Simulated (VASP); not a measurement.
# SrTiO3 in VASP: further runs

SrTiO3 is run at these levels: PBE; tasks: single point.

All numbers are computed with VASP 6.6.1; they aren't measurements. Logs are shortened: lines on timing, memory, paths and dates and some standing lists are left out, and cuts for length are marked.

**1. The cell of the first run**

The structure is tetragonal, space group P4/mmm (No. 123). The conventional cell has a = 3.891 Å, b = 3.891 Å, c = 4.028 Å, α = 90.00°, β = 90.00°, γ = 90.00°. Sr (site symmetry 4/mmm) has 12 O at 2.75 to 2.80 Å and 8 Ti at 3.41 Å within 3.6 Å. Within 2.6 Å of Ti (site symmetry 4/mmm) lie 6 O at 1.95 to 2.01 Å. O (site symmetry mmm) has 2 Ti at 1.95 Å within 2.6 Å. Within 2.7 Å of O (site symmetry 4/mmm) lie 2 Ti at 2.01 Å.

**2. Single point, PBE (mode 1 frozen in at +0.000 Å, strain +e along z and -e/2 along x and y +0.0233)**

The input, INCAR:

```
SYSTEM = SrTiO3
PREC = Accurate ; ENCUT = 520
EDIFF = 1E-6 ; ISMEAR = 0
SIGMA = 0.05 ; LREAL = .FALSE.
LASPH = .TRUE. ; NELM = 100
ALGO = Normal ; ISIF = 2
LWAVE = .FALSE. ; LCHARG = .FALSE.
GGA = PE ; NBANDS = 28
```

The input, KPOINTS:

```
Automatic mesh
0
G
  8 8 8
  0 0 0
```

The input, POSCAR:

```
SrTiO3
1.0
    3.8905502681      0.0000000000      0.0000000000
    0.0000000000      3.8905502681      0.0000000000
    0.0000000000      0.0000000000      4.0281277780
Sr Ti O
1 1 3
Direct
    0.0000000000      0.0000000000      0.0000000000
    0.5000000000      0.5000000000      0.5000000000
    0.0000000000      0.5000000000      0.5000000000
    0.5000000000      0.0000000000      0.5000000000
    0.5000000000      0.5000000000      0.0000000000
```

Potentials or basis: VASP PAW PBE potentials, release 64 (Sr_sv, Ti_sv, O).

Command:

```bash
> cat potpaw_PBE.64/Sr_sv/POTCAR potpaw_PBE.64/Ti_sv/POTCAR potpaw_PBE.64/O/POTCAR > POTCAR
> mpirun -np 1 vasp_std > vasp.out
```

OUTCAR:

```text
SYSTEM = SrTiO3
   PREC = Accurate
   ENCUT = 520
   EDIFF = 1E-6
   ISMEAR = 0
   LREAL = .FALSE.
   LASPH = .TRUE.
   NELM = 100
   ISIF = 2
   GGA = PE

 ion  position               nearest neighbor table
   1  0.000  0.000  0.000-   5 2.75   5 2.75   5 2.75   5 2.75   4 2.80   3 2.80   4 2.80   3 2.80
                             4 2.80   3 2.80   4 2.80   3 2.80   2 3.41   2 3.41   2 3.41   2 3.41
   2  0.500  0.500  0.500-   3 1.95   4 1.95   4 1.95   3 1.95   5 2.01   5 2.01   1 3.41   1 3.41
                             1 3.41   1 3.41   1 3.41   1 3.41   1 3.41   1 3.41
   3  0.000  0.500  0.500-   2 1.95   2 1.95   1 2.80   1 2.80   1 2.80   1 2.80
   4  0.500  0.000  0.500-   2 1.95   2 1.95   1 2.80   1 2.80   1 2.80   1 2.80
   5  0.500  0.500  0.000-   2 2.01   2 2.01   1 2.75   1 2.75   1 2.75   1 2.75

  LATTYP: Found a simple tetragonal cell.
 ALAT       =     3.8905502681
 C/A-ratio  =     1.0353619669

  Lattice vectors:

 A1 = (   3.8905502681,   0.0000000000,   0.0000000000)
 A2 = (   0.0000000000,   3.8905502681,   0.0000000000)
 A3 = (   0.0000000000,   0.0000000000,   4.0281277780)

Analysis of symmetry for initial positions (statically):
=====================================================================
 Subroutine PRICEL returns:
 Original cell was already a primitive cell.

 Routine SETGRP: Setting up the symmetry group for a
 simple tetragonal supercell.

 Subroutine GETGRP returns: Found 16 space group operations
 (whereof 16 operations were pure point group operations)
 out of a pool of 16 trial point group operations.

The static configuration has the point symmetry D_4h.

Analysis of symmetry for dynamics (positions and initial velocities):
=====================================================================
 Subroutine PRICEL returns:
 Original cell was already a primitive cell.

 Routine SETGRP: Setting up the symmetry group for a
 simple tetragonal supercell.

 Subroutine GETGRP returns: Found 16 space group operations
 (whereof 16 operations were pure point group operations)
 out of a pool of 16 trial point group operations.

The dynamic configuration has the point symmetry D_4h.

 Subroutine INISYM returns: Found 16 space group operations
 (whereof 16 operations are pure point group operations),
 and found     1 'primitive' translations

----------------------------------------------------------------------------------------

                                     Primitive cell

  volume of cell :      60.9713
[... 92 lines left out ...]
   LASPH  =      T    aspherical Exc in radial PAW
   ENCUT  =  520.0 eV  38.22 Ry    6.18 a.u.   7.23  7.23  7.49*2*pi/ulx,y,z
   NELM   =    100;   NELMIN=  2; NELMDL= -5     # of ELM steps
   EDIFF  = 0.1E-05   stopping-criterion for ELM
   LREAL  =      F    real-space projection
   EDIFFG = 0.1E-04   stopping-criterion for IOM
   NSW    =      0    number of steps for IOM
   IBRION =     -1    ionic relax: 0-MD 1-quasi-New 2-CG
   NFREE  =      0    steps in history (QN), initial steepest desc. (CG)
   ISIF   =      2    stress and relaxation
   ISYM   =      2    0-nonsym 1-usesym 2-fastsym
   POTIM  = 0.5000    time-step for ionic-motion
   TEBEG  =    0.0;   TEEND  =   0.0 temperature during run
   PSTRESS=    0.0 pullay stress
   NELECT =      40.0000    total number of electrons
   NUPDOWN=      -1.0000    fix difference up-down
   EMIN   =  10.00;   EMAX   =-10.00  energy-range for DOS
   EFERMI =   0.00;   METHOD = LEGACY
   ISMEAR =     0;   SIGMA  =   0.05  broadening in eV -4-tet -1-fermi 0-gaus
   EFERMI_NEDOS =   21; number of points for ismear=-14 and -15
   IALGO  =     38    algorithm
   IMIX   =      4    mixing-type and parameters
     AMIX     =   0.40;   BMIX     =  1.00
     AMIX_MAG =   1.60;   BMIX_MAG =  1.00
  volume/ion in A,a.u.               =      12.19        82.29
  Fermi-wavevector in a.u.,A,eV,Ry     =   1.422503  2.688140 27.531574  2.023514
  Thomas-Fermi vector in A             =   2.543199
   LORBIT       =      0    0 simple, 1 ext, 2 COOP (PROOUT), +10 PAW based schemes
   GGA     = PE    functional components
   LHFCALC =     F    Hartree Fock is set to
   AEXX    =    0.0000 exact exchange contribution
   IVDW    =     0    specifies the selected vdW correction
   LEPSILON=     F    determine dielectric tensor
   LRPA    =     F    only Hartree local field effects (RPA)
 non-spin polarized calculation
 Gauss-broadening in eV      SIGMA  =   0.05
  energy-cutoff  :      520.00
  volume of cell :       60.97
 maximum number of plane-waves:      1668
 NGX is ok and might be reduce to    30
   NGX = 15   NGY = 15   NGZ = 15

 number of electron      40.0000005 magnetization

 Free energy of the ion-electron system (eV)
  ---------------------------------------------------
  ext. energy  EPLUGINS =         0.00000000
  ---------------------------------------------------
  free energy    TOTEN  =       -40.07071633 eV

  energy without entropy =      -40.07071633  energy(sigma->0) =      -40.07071633

 E-fermi :   4.3197     XC(G=0): -11.1460

 val. band max:        4.0250109099   @ k =   0.5000   0.5000   0.5000
 cond. band min:       5.7674802079   @ k =   0.0000   0.0000   0.0000
 fundamental gap:      1.7424692980
 Fermi energy:         4.3197187777

 k-point     1 :       0.0000    0.0000    0.0000
  band No.  band energies     occupation
      1     -52.5857      2.00000
      2     -28.8885      2.00000
      3     -28.8247      2.00000
      4     -28.8247      2.00000
      5     -28.8067      2.00000
      6     -13.3899      2.00000
[... 733 lines left out ...]
     27      11.6724      0.00000
     28      12.3555      0.00000

 [... further k-points ...]
[... 5 lines left out ...]
  --------------------------------------------------------------------------------------
  -------------------------------------------------------------------------------------
  Total        1.3355964      1.3355964     -1.4230542      0.0000000     -0.0000000      0.0000000
  in kB       35.0962334     35.0962334    -37.3944139      0.0000000     -0.0000000      0.0000000
  external PRESSURE =      10.9326843 kB  Pullay stress =       0.0000000 kB

 VOLUME and BASIS-vectors are now :
 -----------------------------------------------------------------------------
  energy-cutoff  :      520.00
  volume of cell :       60.97
      direct lattice vectors                 reciprocal lattice vectors
     3.890550268  0.000000000  0.000000000     0.257033050  0.000000000  0.000000000
     0.000000000  3.890550268  0.000000000     0.000000000  0.257033050  0.000000000
     0.000000000  0.000000000  4.028127778     0.000000000  0.000000000  0.248254290

 POSITION                                       TOTAL-FORCE (eV/Angst)
 -----------------------------------------------------------------------------------
      0.00000      0.00000      0.00000         0.000000      0.000000      0.000000
      1.94528      1.94528      2.01406         0.000000      0.000000      0.000000
      0.00000      1.94528      2.01406         0.000000      0.000000      0.000000
      1.94528      0.00000      2.01406         0.000000      0.000000      0.000000
      1.94528      1.94528      0.00000         0.000000      0.000000      0.000000
 -----------------------------------------------------------------------------------
    total drift:                                0.000000      0.000000     -0.000000

  FREE ENERGIE OF THE ION-ELECTRON SYSTEM (eV)
  ---------------------------------------------------
  free  energy   TOTEN  =       -40.0707163320 eV

  energy  without entropy=      -40.0707163320  energy(sigma->0) =      -40.07071633
```

stdout:

```text
POSCAR found type information on POSCAR SrTiO
 POSCAR found :  3 types and       5 ions
 scaLAPACK will be used
 LDA part: xc-table for (Slater+PW92), standard interpolation
 POSCAR, INCAR and KPOINTS ok, starting setup
 FFT: planning ... GRIDC
 FFT: planning ... GRID_SOFT
 FFT: planning ... GRID
 WAVECAR not read
 entering main loop
```

It took 2.2 min on 1 thread of AMD EPYC 7R43 (Zen 3), shared host; peak memory 0.22 GiB.

What came out:

```
Free energy            : -40.0707 eV
Pressure               : 1.1 GPa
Band gap on the k mesh : 1.74 eV, indirect (least direct gap 2.15 eV)
```

Caveat: the cell differs from its parent crystal (mode 1 frozen in at +0.000 Å, strain +e along z and -e/2 along x and y +0.0233).

(Part 1 of 3 ends here.)
